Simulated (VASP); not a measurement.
# Ni2Ge in VASP: notebook

The runs below take Ni2Ge through single point, with PBEsol.

Everything below comes from runs of VASP 6.6.1. Logs are shortened: lines on timing, memory, paths and dates and some standing lists are left out, and cuts for length are marked.

### Step 1. The cell of the first run

It takes space group P6_3/mmc (No. 194, hexagonal). Conventional cell: a = 3.972 Å, b = 3.972 Å, c = 5.014 Å, α = 90.00°, β = 90.00°, γ = 120.00°. Ni (site symmetry -6m2) has 5 Ge at 2.29 to 2.51 Å and 6 Ni at 2.61 Å within 3.0 Å. Within 3.3 Å of Ni (site symmetry -3m) lie 8 Ni at 2.51 to 2.61 Å and 6 Ge at 2.61 Å. Within 3.0 Å of Ge (site symmetry -6m2) lie 11 Ni at 2.29 to 2.61 Å.

### Step 2. Single point, PBEsol

INCAR

```
PREC = Accurate ; ENCUT = 520
EDIFF = 1E-6 ; ISMEAR = 0
SIGMA = 0.1 ; LREAL = F
LASPH = T ; NELM = 100
ALGO = Fast ; ISIF = 2
LWAVE = F ; LCHARG = F
GGA = PS ; NBANDS = 43
```

KPOINTS

```
Automatic mesh
0
Gamma
  12 12 8
```

POSCAR

```
Ni2Ge
1.0
    3.9719628403      0.0000000000      0.0000000000
   -1.9859814201      3.4398207225      0.0000000000
    0.0000000000      0.0000000000      5.0140594296
Ni Ge
4 2
Direct
    0.6666666667      0.3333333333      0.2500000000
    0.3333333333      0.6666666667      0.7500000000
    0.0000000000      0.0000000000      0.0000000000
    0.0000000000      0.0000000000      0.5000000000
    0.6666666667      0.3333333333      0.7500000000
    0.3333333333      0.6666666667      0.2500000000
```

Potentials or basis: VASP PAW PBE potentials, release 64 (Ni, Ge_d).

On the command line:

```
cat potpaw_PBE.64/Ni/POTCAR potpaw_PBE.64/Ge_d/POTCAR > POTCAR
mpirun -np 1 vasp_std > vasp.out
```

OUTCAR:

```text
PREC = Accurate
   ENCUT = 520
   EDIFF = 1E-6
   ISMEAR = 0
   LREAL = F
   LASPH = T
   NELM = 100
   ISIF = 2
   GGA = PS

 ion  position               nearest neighbor table
   1  0.667  0.333  0.250-   6 2.29   6 2.29   6 2.29   5 2.51   5 2.51   3 2.61   4 2.61   3 2.61
                             4 2.61   3 2.61   4 2.61
   2  0.333  0.667  0.750-   5 2.29   5 2.29   5 2.29   6 2.51   6 2.51   3 2.61   4 2.61   4 2.61
                             3 2.61   4 2.61   3 2.61
   3  0.000  0.000  0.000-   4 2.51   4 2.51   1 2.61   5 2.61   6 2.61   2 2.61   2 2.61   6 2.61
                             1 2.61   5 2.61   1 2.61   5 2.61   2 2.61   6 2.61
   4  0.000  0.000  0.500-   3 2.51   3 2.51   1 2.61   5 2.61   6 2.61   2 2.61   2 2.61   6 2.61
                             1 2.61   5 2.61   1 2.61   5 2.61   2 2.61   6 2.61
   5  0.667  0.333  0.750-   2 2.29   2 2.29   2 2.29   1 2.51   1 2.51   3 2.61   4 2.61   3 2.61
                             4 2.61   3 2.61   4 2.61
   6  0.333  0.667  0.250-   1 2.29   1 2.29   1 2.29   2 2.51   2 2.51   3 2.61   4 2.61   4 2.61
                             3 2.61   4 2.61   3 2.61

  LATTYP: Found a hexagonal cell.
 ALAT       =     3.9719628403
 C/A-ratio  =     1.2623631265

  Lattice vectors:

 A1 = (   3.9719628403,   0.0000000000,   0.0000000000)
 A2 = (  -1.9859814201,   3.4398207225,   0.0000000000)
 A3 = (   0.0000000000,   0.0000000000,   5.0140594296)

Analysis of symmetry for initial positions (statically):
=====================================================================
 Subroutine PRICEL returns:
 Original cell was already a primitive cell.

 Routine SETGRP: Setting up the symmetry group for a
 hexagonal supercell.

 Subroutine GETGRP returns: Found 24 space group operations
 (whereof 12 operations were pure point group operations)
 out of a pool of 24 trial point group operations.

The static configuration has the point symmetry D_3d.
 The point group associated with its full space group is D_6h.

Analysis of symmetry for dynamics (positions and initial velocities):
=====================================================================
 Subroutine PRICEL returns:
 Original cell was already a primitive cell.

 Routine SETGRP: Setting up the symmetry group for a
 hexagonal supercell.

 Subroutine GETGRP returns: Found 24 space group operations
 (whereof 12 operations were pure point group operations)
 out of a pool of 24 trial point group operations.

The dynamic configuration has the point symmetry D_3d.
 The point group associated with its full space group is D_6h.

 Subroutine INISYM returns: Found 24 space group operations
 (whereof 12 operations are pure point group operations),
 and found     1 'primitive' translations

----------------------------------------------------------------------------------------

                                     Primitive cell

  volume of cell :      68.5063

  direct lattice vectors                    reciprocal lattice vectors
     3.971962840  0.000000000  0.000000000     0.251764692  0.145356413  0.000000000
    -1.985981420  3.439820722  0.000000000     0.000000000  0.290712825  0.000000000
     0.000000000  0.000000000  5.014059430     0.000000000  0.000000000  0.199439200

  length of vectors
     3.971962840  3.971962840  5.014059430     0.290712825  0.290712825  0.199439200

  position of ions in fractional coordinates (direct lattice)
     0.666666667  0.333333333  0.250000000
     0.333333333  0.666666667  0.750000000
     0.000000000  0.000000000  0.000000000
     0.000000000  0.000000000  0.500000000
     0.666666667  0.333333333  0.750000000
     0.333333333  0.666666667  0.250000000

  ion indices of the primitive-cell ions
   primitive index   ion index
                 1           1
                 2           2
                 3           3
                 4           4
                 5           5
                 6           6

----------------------------------------------------------------------------------------

 KPOINTS: Automatic mesh

Automatic generation of k-mesh.
 Grid dimensions read from file:
 generate k-points for:   12   12    8

 Generating k-lattice:

  Cartesian coordinates                     Fractional coordinates (reciprocal lattice)
     0.020980391  0.012113034  0.000000000     0.083333333  0.000000000  0.000000000
     0.000000000  0.024226069  0.000000000     0.000000000  0.083333333  0.000000000
     0.000000000  0.000000000  0.024929900     0.000000000  0.000000000  0.125000000

  Length of vectors
     0.024226069  0.024226069  0.024929900

  Shift w.r.t. Gamma in fractional coordinates (k-lattice)
     0.000000000  0.000000000  0.000000000

 Subroutine IBZKPT returns following result:
 ===========================================

 Found     95 irreducible k-points:

 Following reciprocal coordinates:
            Coordinates               Weight
  0.000000  0.000000  0.000000      1.000000
  0.083333  0.000000  0.000000      6.000000
  0.166667  0.000000  0.000000      6.000000
  0.250000 -0.000000  0.000000      6.000000
  0.333333  0.000000  0.000000      6.000000
  0.416667  0.000000  0.000000      6.000000
[... 16 lines left out ...]
  0.250000 -0.000000  0.125000     12.000000
  0.333333  0.000000  0.125000     12.000000
 [... further k-points ...]
   k-points           NKPTS =     95   k-points in BZ     NKDIM =     95   number of bands    NBANDS=     43
   number of dos      NEDOS =    301   number of ions     NIONS =      6
   total plane-waves  NPLWV =  36000
   dimension x,y,z NGX =    30 NGY =   30 NGZ =   40
   dimension x,y,z NGXF=    60 NGYF=   60 NGZF=   80
   ions per type =               4   2
   NGX,Y,Z   is equivalent  to a cutoff of  12.56, 12.56, 13.26 a.u.
   NGXF,Y,Z  is equivalent  to a cutoff of  25.11, 25.11, 26.52 a.u.
 SYSTEM =  unknown system
   PREC   = accura    normal or accurate (medium, high low for compatibility)
   ISTART =      0    job   : 0-new  1-cont  2-samecut
   ICHARG =      2    charge: 1-file 2-atom 10-const
   ISPIN  =      1    spin polarized calculation?
   LNONCOLLINEAR =      F non collinear calculations
   LSORBIT =      F    spin-orbit coupling
   LASPH  =      T    aspherical Exc in radial PAW
   ENCUT  =  520.0 eV  38.22 Ry    6.18 a.u.   7.39  7.39  9.32*2*pi/ulx,y,z
   NELM   =    100;   NELMIN=  2; NELMDL= -5     # of ELM steps
   EDIFF  = 0.1E-05   stopping-criterion for ELM
   LREAL  =      F    real-space projection
   EDIFFG = 0.1E-04   stopping-criterion for IOM
   NSW    =      0    number of steps for IOM
   IBRION =     -1    ionic relax: 0-MD 1-quasi-New 2-CG
   NFREE  =      0    steps in history (QN), initial steepest desc. (CG)
   ISIF   =      2    stress and relaxation
   ISYM   =      2    0-nonsym 1-usesym 2-fastsym
   POTIM  = 0.5000    time-step for ionic-motion
   TEBEG  =    0.0;   TEEND  =   0.0 temperature during run
   PSTRESS=    0.0 pullay stress
   NELECT =      68.0000    total number of electrons
   NUPDOWN=      -1.0000    fix difference up-down
   EMIN   =  10.00;   EMAX   =-10.00  energy-range for DOS
   EFERMI =   0.00;   METHOD = LEGACY
   ISMEAR =     0;   SIGMA  =   0.10  broadening in eV -4-tet -1-fermi 0-gaus
   EFERMI_NEDOS =   21; number of points for ismear=-14 and -15
   IALGO  =     68    algorithm
   IMIX   =      4    mixing-type and parameters
     AMIX     =   0.40;   BMIX     =  1.00
     AMIX_MAG =   1.60;   BMIX_MAG =  1.00
  volume/ion in A,a.u.               =      11.42        77.05
  Fermi-wavevector in a.u.,A,eV,Ry     =   1.633056  3.086028 36.284979  2.666871
  Thomas-Fermi vector in A             =   2.724924
   LORBIT       =      0    0 simple, 1 ext, 2 COOP (PROOUT), +10 PAW based schemes
   GGA     = PS    functional components
   LHFCALC =     F    Hartree Fock is set to
   AEXX    =    0.0000 exact exchange contribution
   IVDW    =     0    specifies the selected vdW correction
   LEPSILON=     F    determine dielectric tensor
   LRPA    =     F    only Hartree local field effects (RPA)
 non-spin polarized calculation
 RMM-DIIS sequential band-by-band and
 Gauss-broadening in eV      SIGMA  =   0.10
  energy-cutoff  :      520.00
  volume of cell :       68.51
 maximum number of plane-waves:      1866
 NGX is ok and might be reduce to    30
   NGX = 15   NGY = 15   NGZ = 19

 number of electron      68.0000036 magnetization

 Free energy of the ion-electron system (eV)
  ---------------------------------------------------
  ext. energy  EPLUGINS =         0.00000000
  ---------------------------------------------------
  free energy    TOTEN  =       -36.48121265 eV

  energy without entropy =      -36.46188673  energy(sigma->0) =      -36.47154969

 E-fermi :  10.3055     XC(G=0): -13.5062

 val. band max:       10.2968069970   @ k =   0.1667   0.1667   0.3750
 cond. band min:      10.3117579228   @ k =   0.2500   0.1667   0.3750
 fundamental gap:      0.0149509258
 Fermi energy:        10.3054936265

 k-point     1 :       0.0000    0.0000    0.0000
  band No.  band energies     occupation
      1     -14.4770      2.00000
      2     -14.4671      2.00000
      3     -14.4453      2.00000
      4     -14.4453      2.00000
      5     -14.4114      2.00000
      6     -14.4114      2.00000
[... 35 lines left out ...]
     42      14.8362      0.00000
     43      18.9853      0.00000

 k-point     2 :       0.0833    0.0000    0.0000
  band No.  band energies     occupation
      1     -14.4766      2.00000
      2     -14.4669      2.00000
      3     -14.4456      2.00000
      4     -14.4449      2.00000
      5     -14.4121      2.00000
      6     -14.4111      2.00000
[... 35 lines left out ...]
     42      15.4726      0.00000
     43      18.4924      0.00000

 k-point     3 :       0.1667    0.0000    0.0000
  band No.  band energies     occupation
      1     -14.4755      2.00000
      2     -14.4664      2.00000
      3     -14.4465      2.00000
      4     -14.4441      2.00000
      5     -14.4139      2.00000
      6     -14.4115      2.00000
[... 35 lines left out ...]
     42      17.1343      0.00000
     43      17.4634      0.00000

 k-point     4 :       0.2500   -0.0000    0.0000
  band No.  band energies     occupation
      1     -14.4740      2.00000
      2     -14.4658      2.00000
      3     -14.4477      2.00000
      4     -14.4432      2.00000
      5     -14.4161      2.00000
      6     -14.4137      2.00000
[... 863 lines left out ...]
     42      16.9399      0.00000
     43      17.3124      0.00000

 k-point    23 :       0.2500   -0.0000    0.1250
  band No.  band energies     occupation
      1     -14.4732      2.00000
      2     -14.4657      2.00000
      3     -14.4466      2.00000
      4     -14.4423      2.00000
      5     -14.4181      2.00000
      6     -14.4135      2.00000
[... 35 lines left out ...]
     42      17.2881      0.00000
     43      18.3935      0.00000

 k-point    24 :       0.3333    0.0000    0.1250
  band No.  band energies     occupation
      1     -14.4716      2.00000
      2     -14.4653      2.00000
      3     -14.4475      2.00000
      4     -14.4417      2.00000
      5     -14.4192      2.00000
      6     -14.4151      2.00000
[... 35 lines left out ...]
     42      17.8867      0.00000
     43      18.9384      0.00000

 [... further k-points ...]
[... 5 lines left out ...]
  --------------------------------------------------------------------------------------
  -------------------------------------------------------------------------------------
  Total        0.0250096      0.0250096     -0.0152406      0.0000000      0.0000000      0.0000000
  in kB        0.5849071      0.5849071     -0.3564365      0.0000000      0.0000000      0.0000000
  external PRESSURE =       0.2711259 kB  Pullay stress =       0.0000000 kB

 VOLUME and BASIS-vectors are now :
 -----------------------------------------------------------------------------
  energy-cutoff  :      520.00
  volume of cell :       68.51
      direct lattice vectors                 reciprocal lattice vectors
     3.971962840  0.000000000  0.000000000     0.251764692  0.145356413  0.000000000
    -1.985981420  3.439820722  0.000000000     0.000000000  0.290712825  0.000000000
     0.000000000  0.000000000  5.014059430     0.000000000  0.000000000  0.199439200

 POSITION                                       TOTAL-FORCE (eV/Angst)
 -----------------------------------------------------------------------------------
      1.98598      1.14661      1.25351         0.000000     -0.000000      0.000000
     -0.00000      2.29321      3.76054        -0.000000      0.000000      0.000000
      0.00000      0.00000      0.00000        -0.000000      0.000000      0.000000
      0.00000      0.00000      2.50703        -0.000000      0.000000      0.000000
      1.98598      1.14661      3.76054        -0.000000      0.000000      0.000000
     -0.00000      2.29321      1.25351         0.000000     -0.000000      0.000000
 -----------------------------------------------------------------------------------
    total drift:                               -0.000000      0.000000     -0.000000

  FREE ENERGIE OF THE ION-ELECTRON SYSTEM (eV)
  ---------------------------------------------------
  free  energy   TOTEN  =       -36.4812126465 eV

  energy  without entropy=      -36.4618867276  energy(sigma->0) =      -36.47154969
```

It took 12 min on 1 thread of Intel Xeon 8259CL, shared host; peak memory 0.34 GiB.

Results:

```yaml
Free_energy: -36.4812 eV
Pressure: 0.0 GPa
Band_gap_on_the_k_mesh: zero (bands 34 and 35 overlap by 2.78 eV)
```

Stress tensor (GPa, compression positive):
```
 0.06  0.00  0.00
 0.00  0.06  0.00
 0.00  0.00 -0.04
```

Caveat: the PAW data sets were made with another functional, which shifts forces and pressure a little.

(Part 1 of 2 ends here.)
